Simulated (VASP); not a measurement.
# AlN (I-4m2) in VASP: further runs

The runs below take AlN through single point, with PBE.

Everything below comes from runs of VASP 6.6.1. Logs are shortened: lines on timing, memory, paths and dates and some standing lists are left out, and cuts for length are marked.

### 1 The cell of the first run

The structure is tetragonal, space group I-4m2 (No. 119). Conventional cell: a = 3.089 Å, b = 3.089 Å, c = 4.259 Å, α = 90.00°, β = 90.00°, γ = 90.00°. Within 2.5 Å of Al (site symmetry -4m2) lie 4 N at 1.88 Å. Within 2.5 Å of N (site symmetry -4m2) lie 4 Al at 1.88 Å.

### 2 Single point, PBE (strain -0.0250 x Voigt [0, 0, 1, 0, 0, 0])

The input, INCAR:

```
ALGO = Normal
EDIFF = 1E-7
ENCUT = 520
GGA = PE
ISIF = 2
ISMEAR = 0
LASPH = True
LCHARG = False
LREAL = False
LWAVE = False
NBANDS = 11
NELM = 80
PREC = Accurate
SIGMA = 0.05
```

The input, KPOINTS:

```
k-points
0
Gamma
  10 10 10
```

The input, POSCAR:

```
AlN
1.0
    0.0000000000      2.1839935596      2.1293937206
    2.1839935596      0.0000000000      2.1293937206
    2.1839935596      2.1839935596      0.0000000000
Al N
1 1
Direct
    0.0000000000      0.0000000000      0.0000000000
    0.7500000000      0.7500000000      0.7500000000
```

Potentials or basis: VASP PAW PBE potentials, release 64 (Al, N).

Launch:

```
cat potpaw_PBE.64/Al/POTCAR potpaw_PBE.64/N/POTCAR > POTCAR
mpirun -np 1 vasp_std > vasp.out
```

OUTCAR:

```text
EDIFF = 1E-7
   ENCUT = 520
   GGA = PE
   ISIF = 2
   ISMEAR = 0
   LASPH = True
   LREAL = False
   NELM = 80
   PREC = Accurate

 ion  position               nearest neighbor table
   1  0.000  0.000  0.000-   2 1.88   2 1.88   2 1.88   2 1.88
   2  0.750  0.750  0.750-   1 1.88   1 1.88   1 1.88   1 1.88

  LATTYP: Found a body centered tetragonal cell.
 ALAT       =     3.0886333121
 C/A-ratio  =     1.3788582233

  Lattice vectors:

 A1 = (   0.0000000000,  -2.1839935596,  -2.1293937206)
 A2 = (   0.0000000000,   2.1839935596,  -2.1293937206)
 A3 = (   2.1839935596,   0.0000000000,   2.1293937206)

Analysis of symmetry for initial positions (statically):
=====================================================================
 Subroutine PRICEL returns:
 Original cell was already a primitive cell.

 Routine SETGRP: Setting up the symmetry group for a
 body centered tetragonal supercell.

 Subroutine GETGRP returns: Found  8 space group operations
 (whereof  8 operations were pure point group operations)
 out of a pool of 16 trial point group operations.

The static configuration has the point symmetry D_2d.

Analysis of symmetry for dynamics (positions and initial velocities):
=====================================================================
 Subroutine PRICEL returns:
 Original cell was already a primitive cell.

 Routine SETGRP: Setting up the symmetry group for a
 body centered tetragonal supercell.

 Subroutine GETGRP returns: Found  8 space group operations
 (whereof  8 operations were pure point group operations)
 out of a pool of 16 trial point group operations.

The dynamic configuration has the point symmetry D_2d.

 Subroutine INISYM returns: Found  8 space group operations
 (whereof  8 operations are pure point group operations),
 and found     1 'primitive' translations

----------------------------------------------------------------------------------------

                                     Primitive cell

  volume of cell :      20.3137

  direct lattice vectors                    reciprocal lattice vectors
     0.000000000  2.183993560  2.129393721    -0.228938404  0.228938404  0.234808620
     2.183993560  0.000000000  2.129393721     0.228938404 -0.228938404  0.234808620
     2.183993560  2.183993560  0.000000000     0.228938404  0.228938404 -0.234808620

  length of vectors
     3.050269740  3.050269740  3.088633312     0.399950839  0.399950839  0.399950839

  position of ions in fractional coordinates (direct lattice)
[... 82 lines left out ...]
   NSW    =      0    number of steps for IOM
   IBRION =     -1    ionic relax: 0-MD 1-quasi-New 2-CG
   NFREE  =      0    steps in history (QN), initial steepest desc. (CG)
   ISIF   =      2    stress and relaxation
   ISYM   =      2    0-nonsym 1-usesym 2-fastsym
   POTIM  = 0.5000    time-step for ionic-motion
   TEBEG  =    0.0;   TEEND  =   0.0 temperature during run
   PSTRESS=    0.0 pullay stress
   NELECT =       8.0000    total number of electrons
   NUPDOWN=      -1.0000    fix difference up-down
   EMIN   =  10.00;   EMAX   =-10.00  energy-range for DOS
   EFERMI =   0.00;   METHOD = LEGACY
   ISMEAR =     0;   SIGMA  =   0.05  broadening in eV -4-tet -1-fermi 0-gaus
   EFERMI_NEDOS =   21; number of points for ismear=-14 and -15
   IALGO  =     38    algorithm
   IMIX   =      4    mixing-type and parameters
     AMIX     =   0.40;   BMIX     =  1.00
     AMIX_MAG =   1.60;   BMIX_MAG =  1.00
  volume/ion in A,a.u.               =      10.16        68.54
  Fermi-wavevector in a.u.,A,eV,Ry     =   1.199983  2.267640 19.591850  1.439960
  Thomas-Fermi vector in A             =   2.335832
   LORBIT       =      0    0 simple, 1 ext, 2 COOP (PROOUT), +10 PAW based schemes
   GGA     = PE    functional components
   LHFCALC =     F    Hartree Fock is set to
   AEXX    =    0.0000 exact exchange contribution
   IVDW    =     0    specifies the selected vdW correction
   LEPSILON=     F    determine dielectric tensor
   LRPA    =     F    only Hartree local field effects (RPA)
 non-spin polarized calculation
 Gauss-broadening in eV      SIGMA  =   0.05
  energy-cutoff  :      520.00
  volume of cell :       20.31
 maximum number of plane-waves:       560
   NGX = 11   NGY = 11   NGZ = 11

 number of electron       7.9999999 magnetization

 Free energy of the ion-electron system (eV)
  ---------------------------------------------------
  ext. energy  EPLUGINS =         0.00000000
  ---------------------------------------------------
  free energy    TOTEN  =       -14.81298825 eV

  energy without entropy =      -14.81298825  energy(sigma->0) =      -14.81298825

 E-fermi :   6.5035     XC(G=0): -11.0452

 val. band max:        6.2817055081   @ k =   0.0000   0.0000   0.0000
 cond. band min:       9.4701416353   @ k =   0.5000   0.5000   0.0000
 fundamental gap:      3.1884361272
 Fermi energy:         6.5035292217

 k-point     1 :       0.0000    0.0000    0.0000
  band No.  band energies     occupation
      1      -8.9163      2.00000
      2       6.1806      2.00000
      3       6.1806      2.00000
      4       6.2817      2.00000
      5      10.6329      0.00000
      6      19.0100      0.00000
      7      19.0377      0.00000
      8      19.0377      0.00000
      9      23.6894      0.00000
     10      24.4698      0.00000
     11      25.2420      0.00000
[... 309 lines left out ...]
 k-point    24 :       0.4000    0.3000    0.0000
  band No.  band energies     occupation
      1      -6.7830      2.00000
      2       2.0872      2.00000
      3       4.4178      2.00000
      4       4.6672      2.00000
      5      11.1877      0.00000
      6      15.6846      0.00000
      7      19.0413      0.00000
      8      20.9208      0.00000
      9      21.5158      0.00000
     10      27.6174      0.00000
     11      30.2128      0.00000

 [... further k-points ...]
[... 5 lines left out ...]
  --------------------------------------------------------------------------------------
  -------------------------------------------------------------------------------------
  Total        1.1631999      1.1631999      1.5375371      0.0000000      0.0000000      0.0000000
  in kB       91.7436999     91.7436999    121.2683620      0.0000000      0.0000000      0.0000000
  external PRESSURE =     101.5852539 kB  Pullay stress =       0.0000000 kB

 VOLUME and BASIS-vectors are now :
 -----------------------------------------------------------------------------
  energy-cutoff  :      520.00
  volume of cell :       20.31
      direct lattice vectors                 reciprocal lattice vectors
     0.000000000  2.183993560  2.129393721    -0.228938404  0.228938404  0.234808620
     2.183993560  0.000000000  2.129393721     0.228938404 -0.228938404  0.234808620
     2.183993560  2.183993560  0.000000000     0.228938404  0.228938404 -0.234808620

 POSITION                                       TOTAL-FORCE (eV/Angst)
 -----------------------------------------------------------------------------------
      0.00000      0.00000      0.00000         0.000000      0.000000     -0.000000
      3.27599      3.27599      3.19409        -0.000000     -0.000000      0.000000
 -----------------------------------------------------------------------------------
    total drift:                               -0.000000     -0.000000     -0.000000

  FREE ENERGIE OF THE ION-ELECTRON SYSTEM (eV)
  ---------------------------------------------------
  free  energy   TOTEN  =       -14.8129882543 eV

  energy  without entropy=      -14.8129882543  energy(sigma->0) =      -14.81298825
```

OSZICAR:

```text
N       E                     dE             d eps       ncg     rms          rms(c)
DAV:   1     0.111533447760E+02    0.11153E+02   -0.39409E+03  2268   0.610E+02
DAV:   2    -0.163504270029E+02   -0.27504E+02   -0.26411E+02  2730   0.138E+02
DAV:   3    -0.172376305387E+02   -0.88720E+00   -0.88604E+00  2772   0.236E+01
DAV:   4    -0.172422941582E+02   -0.46636E-02   -0.46633E-02  2565   0.186E+00
DAV:   5    -0.172423505508E+02   -0.56393E-04   -0.56392E-04  2745   0.194E-01    0.875E+00
DAV:   6    -0.148254604654E+02    0.24169E+01   -0.11766E+01  2652   0.174E+01    0.286E+00
DAV:   7    -0.148194540737E+02    0.60064E-02   -0.18474E-01  2547   0.330E+00    0.209E+00
DAV:   8    -0.148142965585E+02    0.51575E-02   -0.27268E-02  2502   0.156E+00    0.576E-01
DAV:   9    -0.148129328904E+02    0.13637E-02   -0.39013E-03  2709   0.372E-01    0.233E-01
DAV:  10    -0.148129746988E+02   -0.41808E-04   -0.37316E-04  2505   0.126E-01    0.256E-02
DAV:  11    -0.148129882691E+02   -0.13570E-04   -0.12652E-05  2634   0.269E-02    0.151E-02
DAV:  12    -0.148129882543E+02    0.14786E-07   -0.24035E-07  2628   0.386E-03
   1 F= -.14812988E+02 E0= -.14812988E+02  d E =-.798927E-13
```

Run time: 12 s. Hardware: 1 thread of AMD EPYC 9R45 (Zen 5), shared host; peak memory 0.11 GiB.

Results:

```yaml
Free_energy: -14.8130 eV
Pressure: 10.2 GPa
Band_gap_on_the_k_mesh: 3.19 eV, indirect (least direct gap 4.35 eV)
```

Levels at points of the mesh, in eV from the valence-band top:
| k point | band 1 | band 2 | band 3 | band 4 | band 5 | band 6 | band 7 | band 8 | band 9 |
| --- | --- | --- | --- | --- | --- | --- | --- | --- | --- |
| (0.00, 0.00, 0.00) | -15.20 | -0.10 | -0.10 | 0.00 | 4.35 | 12.73 | 12.76 | 12.76 | 17.41 |
| (0.50, 0.00, 0.00) | -13.07 | -6.03 | -0.66 | -0.45 | 7.52 | 9.97 | 11.00 | 11.51 | 18.23 |
| (0.50, 0.50, 0.00) | -12.34 | -4.89 | -2.01 | -2.01 | 3.19 | 8.44 | 14.54 | 15.84 | 15.84 |
| (0.50, 0.00, 0.50) | -12.45 | -5.13 | -1.80 | -1.79 | 3.31 | 8.83 | 14.08 | 15.67 | 16.44 |

Caveat: the cell differs from its parent crystal (strain -0.0250 x Voigt [0, 0, 1, 0, 0, 0]).

### 3 Single point, PBE (strain +0.0250 x Voigt [0, 0, 1, 0, 0, 0])

The input, INCAR:

```
SYSTEM = AlN
  PREC = Accurate
  ENCUT = 520
  EDIFF = 1E-7
  ISMEAR = 0
  SIGMA = 0.05
  LREAL = .FALSE.
  LASPH = .TRUE.
  NELM = 100
  ALGO = Normal
  ISIF = 2
  LWAVE = .FALSE.
  LCHARG = .FALSE.
  GGA = PE
  NBANDS = 11
```

The input, KPOINTS:

```
Automatic mesh
0
G
  10 10 10
  0 0 0
```

The input, POSCAR:

```
AlN
1.0
    0.0000000000      2.1839935596      2.2385933986
    2.1839935596      0.0000000000      2.2385933986
    2.1839935596      2.1839935596      0.0000000000
Al N
1 1
Direct
    0.0000000000      0.0000000000      0.0000000000
    0.7500000000      0.7500000000      0.7500000000
```

Potentials or basis: VASP PAW PBE potentials, release 64 (Al, N).

Launch:

```
cat potpaw_PBE.64/Al/POTCAR potpaw_PBE.64/N/POTCAR > POTCAR
mpirun -np 1 vasp_std > vasp.out
```

Run time: 13 s. Hardware: 1 thread of AMD EPYC 9R45 (Zen 5), shared host; peak memory 0.11 GiB.

The run converged. Its results:

```yaml
Free_energy: -14.8436 eV
Pressure: -0.4 GPa
Band_gap_on_the_k_mesh: 3.23 eV, indirect (least direct gap 3.94 eV)
```

Stress tensor (GPa, compression positive):
```
 0.75  0.00  0.00
 0.00  0.75  0.00
 0.00  0.00 -2.81
```

Levels at points of the mesh, in eV from the valence-band top:
| k point | band 1 | band 2 | band 3 | band 4 | band 5 | band 6 | band 7 | band 8 | band 9 |
| --- | --- | --- | --- | --- | --- | --- | --- | --- | --- |
| (0.00, 0.00, 0.00) | -14.88 | -0.11 | 0.00 | 0.00 | 3.94 | 12.27 | 12.27 | 12.30 | 17.02 |
| (0.50, 0.00, 0.00) | -12.90 | -5.79 | -0.62 | -0.41 | 7.09 | 9.66 | 10.77 | 11.18 | 17.60 |
| (0.50, 0.50, 0.00) | -12.36 | -5.02 | -1.65 | -1.65 | 3.35 | 8.68 | 13.30 | 15.52 | 15.52 |
| (0.50, 0.00, 0.50) | -12.25 | -4.79 | -1.85 | -1.84 | 3.23 | 8.30 | 13.73 | 14.97 | 15.68 |

Caveat: the cell differs from its parent crystal (strain +0.0250 x Voigt [0, 0, 1, 0, 0, 0]). A k mesh can miss the band edges.

### 4 Single point, PBE (strain +0.0500 x Voigt [0, 0, 1, 0, 0, 0])

The input, INCAR:

```
PREC = Accurate
ENCUT = 520
EDIFF = 1E-6
ISMEAR = 0
SIGMA = 0.05
LREAL = False
LASPH = True
NELM = 100
ALGO = Normal
ISIF = 2
LWAVE = False
LCHARG = False
GGA = PE
NBANDS = 11
```

The input, KPOINTS:

```
Automatic mesh
0
Gamma
  10 10 10
```

The input, POSCAR:

```
AlN
1.0
    0.0000000000      2.1839935596      2.2931932376
    2.1839935596      0.0000000000      2.2931932376
    2.1839935596      2.1839935596      0.0000000000
Al N
1 1
Direct
    0.0000000000      0.0000000000      0.0000000000
    0.7500000000      0.7500000000      0.7500000000
```

Launch:

```
cat potpaw_PBE.64/Al/POTCAR potpaw_PBE.64/N/POTCAR > POTCAR
mpirun -np 1 vasp_std > vasp.out
```

It took 12 s on 1 thread of AMD EPYC 9R45 (Zen 5), shared host; peak memory 0.12 GiB.

It converged, with:

| Item | Value |
| --- | --- |
| Free energy | -14.8229 eV |
| Pressure | -5.0 GPa |
| Band gap on the k mesh | 3.14 eV, indirect (least direct gap 3.68 eV) |

Stress tensor (GPa, compression positive):
```
 -2.44   0.00   0.00
  0.00  -2.44   0.00
  0.00   0.00 -10.06
```

Levels at points of the mesh, in eV from the valence-band top:
| k point | band 1 | band 2 | band 3 | band 4 | band 5 | band 6 | band 7 | band 8 |
| --- | --- | --- | --- | --- | --- | --- | --- | --- |
| (0.00, 0.00, 0.00) | -14.79 | -0.23 | -0.01 | -0.01 | 3.67 | 11.99 | 11.99 | 12.03 |
| (0.50, 0.00, 0.00) | -12.88 | -5.74 | -0.77 | -0.36 | 6.75 | 9.45 | 10.46 | 11.19 |
| (0.50, 0.50, 0.00) | -12.42 | -5.15 | -1.55 | -1.55 | 3.37 | 8.73 | 12.66 | 15.29 |
| (0.50, 0.00, 0.50) | -12.22 | -4.69 | -1.94 | -1.92 | 3.14 | 7.98 | 13.47 | 14.23 |

Caveat: the cell differs from its parent crystal (strain +0.0500 x Voigt [0, 0, 1, 0, 0, 0]). A k mesh can miss the band edges.

### 5 Single point, PBE (strain +0.0750 x Voigt [0, 0, 1, 0, 0, 0])

The input, INCAR:

```
SYSTEM = AlN
  PREC = Accurate
  ENCUT = 520
  EDIFF = 1E-7
  ISMEAR = 0
  SIGMA = 0.05
  LREAL = .FALSE.
  LASPH = .TRUE.
  NELM = 60
  ALGO = Normal
  ISIF = 2
  LWAVE = .FALSE.
  LCHARG = .FALSE.
  GGA = PE
  NBANDS = 11
```

The input, KPOINTS:

```
regular mesh
0
G
  10 10 10
  0 0 0
```

The input, POSCAR:

```
AlN
1.0
    0.0000000000      2.1839935596      2.3477930766
    2.1839935596      0.0000000000      2.3477930766
    2.1839935596      2.1839935596      0.0000000000
Al N
1 1
Direct
    0.0000000000      0.0000000000      0.0000000000
    0.7500000000      0.7500000000      0.7500000000
```

Launch:

```
cat potpaw_PBE.64/Al/POTCAR potpaw_PBE.64/N/POTCAR > POTCAR
mpirun -np 1 vasp_std > vasp.out
```

It took 12 s on 1 thread of AMD EPYC 9R45 (Zen 5), shared host; peak memory 0.12 GiB.

Results (log left out):

| Item | Value |
| --- | --- |
| Free energy | -14.7790 eV |
| Pressure | -9.0 GPa |
| Band gap on the k mesh | 3.06 eV, indirect (least direct gap 3.42 eV) |

Stress tensor (GPa, compression positive):
```
 -5.01   0.00   0.00
  0.00  -5.01   0.00
  0.00   0.00 -17.08
```

Levels at points of the mesh, in eV from the valence-band top:
```
           k point  band 1  band 2  band 3  band 4  band 5  band 6  band 7  band 8
(0.00, 0.00, 0.00)  -14.72   -0.36   -0.02   -0.02    3.40   11.70   11.70   11.77
(0.50, 0.00, 0.00)  -12.87   -5.70   -0.92   -0.31    6.38    9.24   10.20   11.19
(0.50, 0.50, 0.00)  -12.49   -5.28   -1.45   -1.45    3.38    8.76   12.05   15.05
(0.50, 0.00, 0.50)  -12.21   -4.61   -2.03   -1.99    3.06    7.66   13.21   13.52
```

Caveat: the cell differs from its parent crystal (strain +0.0750 x Voigt [0, 0, 1, 0, 0, 0]). A k mesh can miss the band edges.

### 6 Summary

```csv
cell,gap on the mesh (eV),pressure (GPa)
"a = 3.050, b = 3.050, c = 3.089 Å, angles 59.6, 59.6, 60.8°, 2 atoms",3.19,10.2
"a = 3.127, b = 3.127, c = 3.089 Å, angles 60.4, 60.4, 59.2°, 2 atoms",3.23,-0.4
"a = 3.167, b = 3.167, c = 3.089 Å, angles 60.8, 60.8, 58.4°, 2 atoms",3.14,-5.0
"a = 3.207, b = 3.207, c = 3.089 Å, angles 61.2, 61.2, 57.6°, 2 atoms",3.06,-9.0
```

Alike in all rows: task single point; level PBE; potentials or basis VASP PAW PBE potentials, release 64 (Al, N); no spin polarisation; k mesh 10 × 10 × 10; cutoff (eV) 520; smearing gaussian 0.05 eV.

Absolute energies hang on the potentials; compare differences alone.
